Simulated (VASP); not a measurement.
# S (P6/mmm) in VASP: single point with PBE

Aim: the single point of S with PBE.

Program: VASP 6.6.1. These are calculated values, not measurements. Logs are shortened: lines on timing, memory, paths and dates and some standing lists are left out, and cuts for length are marked.

**1. The cell of the first run**

Symmetry: P6/mmm, No. 191, hexagonal system. Conventional cell: a = 4.162 Å, b = 4.162 Å, c = 2.125 Å, α = 90.00°, β = 90.00°, γ = 120.00°. Within 2.8 Å of S (site symmetry 6/mmm) lie 2 S at 2.13 Å.

This isn't the form of S at room conditions, which is orthorhombic, of S8 rings.

**2. Single point, PBE**

POSCAR

```
S
1.0
    4.1624194044      0.0000000000      0.0000000000
   -2.0812097022      3.6047609454      0.0000000000
    0.0000000000      0.0000000000      2.1254140427
S
1
Direct
    0.0000000000      0.0000000000      0.0000000000
```

INCAR.step1

```
PREC = Accurate ; ENCUT = 520
EDIFF = 1E-6 ; ISMEAR = -1
SIGMA = 0.08 ; LREAL = F
LASPH = T ; NELM = 100
ALGO = Normal ; ISIF = 2
LWAVE = F ; LCHARG = T
GGA = PE ; NBANDS = 9
```

KPOINTS.step1

```
Automatic mesh
0
Gamma
  16 16 14
```

INCAR.step2

```
PREC = Accurate ; ENCUT = 520
EDIFF = 1E-6 ; ISMEAR = -5
SIGMA = 0.08 ; LREAL = F
LASPH = T ; NELM = 100
ALGO = Normal ; ISIF = 2
LWAVE = F ; LCHARG = F
GGA = PE ; LORBIT = 11
NEDOS = 2001 ; ICHARG = 11
```

KPOINTS.step2

```
Automatic mesh
0
Gamma
  24 24 21
```

Potentials or basis: VASP PAW PBE potentials, release 64 (S).

On the command line:

```
$ cat potpaw_PBE.64/S/POTCAR > POTCAR
$ cp INCAR.step1 INCAR
$ cp KPOINTS.step1 KPOINTS
$ mpirun -np 1 vasp_std > vasp.out
$ cp INCAR.step2 INCAR
$ cp KPOINTS.step2 KPOINTS
$ mpirun -np 1 vasp_std > vasp.out
```

OUTCAR:

```text
PREC = Accurate
   ENCUT = 520
   EDIFF = 1E-6
   ISMEAR = -5
   LREAL = F
   LASPH = T
   NELM = 100
   ISIF = 2
   GGA = PE
   LORBIT = 11
   ICHARG = 11

 ion  position               nearest neighbor table
   1  0.000  0.000  0.000-

  LATTYP: Found a hexagonal cell.
 ALAT       =     4.1624194044
 C/A-ratio  =     0.5106198670

  Lattice vectors:

 A1 = (   4.1624194044,   0.0000000000,   0.0000000000)
 A2 = (  -2.0812097022,   3.6047609454,   0.0000000000)
 A3 = (   0.0000000000,   0.0000000000,   2.1254140427)

Analysis of symmetry for initial positions (statically):
=====================================================================
 Subroutine PRICEL returns:
 Original cell was already a primitive cell.

 Routine SETGRP: Setting up the symmetry group for a
 hexagonal supercell.

 Subroutine GETGRP returns: Found 24 space group operations
 (whereof 24 operations were pure point group operations)
 out of a pool of 24 trial point group operations.

The static configuration has the point symmetry D_6h.

Analysis of symmetry for dynamics (positions and initial velocities):
=====================================================================
 Subroutine PRICEL returns:
 Original cell was already a primitive cell.

 Routine SETGRP: Setting up the symmetry group for a
 hexagonal supercell.

 Subroutine GETGRP returns: Found 24 space group operations
 (whereof 24 operations were pure point group operations)
 out of a pool of 24 trial point group operations.

The dynamic configuration has the point symmetry D_6h.

 Subroutine INISYM returns: Found 24 space group operations
 (whereof 24 operations are pure point group operations),
 and found     1 'primitive' translations

----------------------------------------------------------------------------------------

                                     Primitive cell

  volume of cell :      31.8908

  direct lattice vectors                    reciprocal lattice vectors
     4.162419404  0.000000000  0.000000000     0.240244892  0.138705453  0.000000000
    -2.081209702  3.604760945  0.000000000     0.000000000  0.277410906  0.000000000
     0.000000000  0.000000000  2.125414043     0.000000000  0.000000000  0.470496562

[... 83 lines left out ...]
   EDIFF  = 0.1E-05   stopping-criterion for ELM
   LREAL  =      F    real-space projection
   EDIFFG = 0.1E-04   stopping-criterion for IOM
   NSW    =      0    number of steps for IOM
   IBRION =     -1    ionic relax: 0-MD 1-quasi-New 2-CG
   NFREE  =      0    steps in history (QN), initial steepest desc. (CG)
   ISIF   =      2    stress and relaxation
   ISYM   =      2    0-nonsym 1-usesym 2-fastsym
   POTIM  = 0.5000    time-step for ionic-motion
   TEBEG  =    0.0;   TEEND  =   0.0 temperature during run
   PSTRESS=    0.0 pullay stress
   NELECT =       6.0000    total number of electrons
   NUPDOWN=      -1.0000    fix difference up-down
   EMIN   =  10.00;   EMAX   =-10.00  energy-range for DOS
   EFERMI =   0.00;   METHOD = LEGACY
   ISMEAR =    -5;   SIGMA  =   0.08  broadening in eV -4-tet -1-fermi 0-gaus
   EFERMI_NEDOS =   21; number of points for ismear=-14 and -15
   IALGO  =     38    algorithm
   IMIX   =      4    mixing-type and parameters
     AMIX     =   0.40;   BMIX     =  1.00
     AMIX_MAG =   1.60;   BMIX_MAG =  1.00
  volume/ion in A,a.u.               =      31.89       215.21
  Fermi-wavevector in a.u.,A,eV,Ry     =   0.938073  1.772701 11.972867  0.879981
  Thomas-Fermi vector in A             =   2.065248
   LORBIT       =     11    0 simple, 1 ext, 2 COOP (PROOUT), +10 PAW based schemes
   GGA     = PE    functional components
   LHFCALC =     F    Hartree Fock is set to
   AEXX    =    0.0000 exact exchange contribution
   IVDW    =     0    specifies the selected vdW correction
   LEPSILON=     F    determine dielectric tensor
   LRPA    =     F    only Hartree local field effects (RPA)
 non-spin polarized calculation
 Fermi weights with tetrahedron method with Bloechl corrections
  energy-cutoff  :      520.00
  volume of cell :       31.89
 maximum number of plane-waves:       890
 NGX is ok and might be reduce to    32

 number of electron       5.9999999 magnetization

 Free energy of the ion-electron system (eV)
  ---------------------------------------------------
  ext. energy  EPLUGINS =         0.00000000
  ---------------------------------------------------
  free energy    TOTEN  =        -3.45305693 eV

  energy without entropy =       -3.45305693  energy(sigma->0) =       -3.45305693

 E-fermi :   0.6442     XC(G=0):  -7.3403

 val. band max:        0.6342067619   @ k =   0.1667   0.0833   0.3810
 cond. band min:       0.6431124337   @ k =   0.2917   0.2083   0.3810
 fundamental gap:      0.0089056718
 Fermi energy:         0.6442462616

 k-point     1 :       0.0000    0.0000    0.0000
  band No.  band energies     occupation
      1     -14.8086      2.00000
      2      -2.5014      2.00000
      3      -2.5014      2.00000
      4       4.3024      0.00000
      5       8.7333      0.00000
      6       8.7333      0.00000
      7      10.8974      0.00000
[... 221 lines left out ...]
 k-point    24 :       0.4583    0.0417    0.0000
  band No.  band energies     occupation
      1     -14.6632      2.00000
      2      -3.7420      2.00000
      3      -2.7916      2.00000
      4       5.9296      0.00000
      5       9.8442      0.00000
      6      10.9330      0.00000
      7      11.7403      0.00000

 [... further k-points ...]

------------------------ aborting loop because EDIFF is reached ----------------------------------------

  FORCE on cell =-STRESS in cart. coord.  units (eV):
  Direction    XX          YY          ZZ          XY          YZ          ZX
  --------------------------------------------------------------------------------------
  -------------------------------------------------------------------------------------
  Total       -0.5030988     -0.5030988     -0.5157395      0.0000000      0.0000000      0.0000000
  in kB      -25.2753975    -25.2753975    -25.9104578      0.0000000      0.0000000      0.0000000
  external PRESSURE =     -25.4870842 kB  Pullay stress =       0.0000000 kB

 VOLUME and BASIS-vectors are now :
 -----------------------------------------------------------------------------
  energy-cutoff  :      520.00
  volume of cell :       31.89
      direct lattice vectors                 reciprocal lattice vectors
     4.162419404  0.000000000  0.000000000     0.240244892  0.138705453  0.000000000
    -2.081209702  3.604760945  0.000000000     0.000000000  0.277410906  0.000000000
     0.000000000  0.000000000  2.125414043     0.000000000  0.000000000  0.470496562

 POSITION                                       TOTAL-FORCE (eV/Angst)
 -----------------------------------------------------------------------------------
      0.00000      0.00000      0.00000         0.000000      0.000000      0.000000
 -----------------------------------------------------------------------------------
    total drift:                                0.000000     -0.000000      0.000000

  FREE ENERGIE OF THE ION-ELECTRON SYSTEM (eV)
  ---------------------------------------------------
  free  energy   TOTEN  =        -3.4530569349 eV

  energy  without entropy=       -3.4530569349  energy(sigma->0) =       -3.45305693

 total charge

# of ion       s       p       d       tot
------------------------------------------
    1        1.401   2.155   0.000   3.557
```

OUTCAR.step1:

```text
PREC = Accurate
   ENCUT = 520
   EDIFF = 1E-6
   ISMEAR = -1
   LREAL = F
[... 505 lines left out ...]

 POSITION                                       TOTAL-FORCE (eV/Angst)
 -----------------------------------------------------------------------------------
      0.00000      0.00000      0.00000         0.000000      0.000000      0.000000
 -----------------------------------------------------------------------------------
    total drift:                                0.000000      0.000000      0.000000

  FREE ENERGIE OF THE ION-ELECTRON SYSTEM (eV)
  ---------------------------------------------------
  free  energy   TOTEN  =        -3.4553294132 eV

  energy  without entropy=       -3.4414717034  energy(sigma->0) =       -3.44840056
```

It took 72 s on 1 thread of Intel Xeon Platinum 8375C at 2.90GHz (Ice Lake), shared host; peak memory 0.25 GiB.

What came out:

```
Valence electrons inside the program's atomic spheres : S 3.56
```

Levels at points of the mesh, in eV from the Fermi level:
```
           k point  band 1  band 2  band 3  band 4  band 5  band 6  band 7
(0.00, 0.00, 0.00)  -15.45   -3.15   -3.15    3.66    8.09    8.09   10.25
(0.50, 0.00, 0.00)  -15.31   -4.40   -3.42    5.23    9.34   10.29   11.08
```
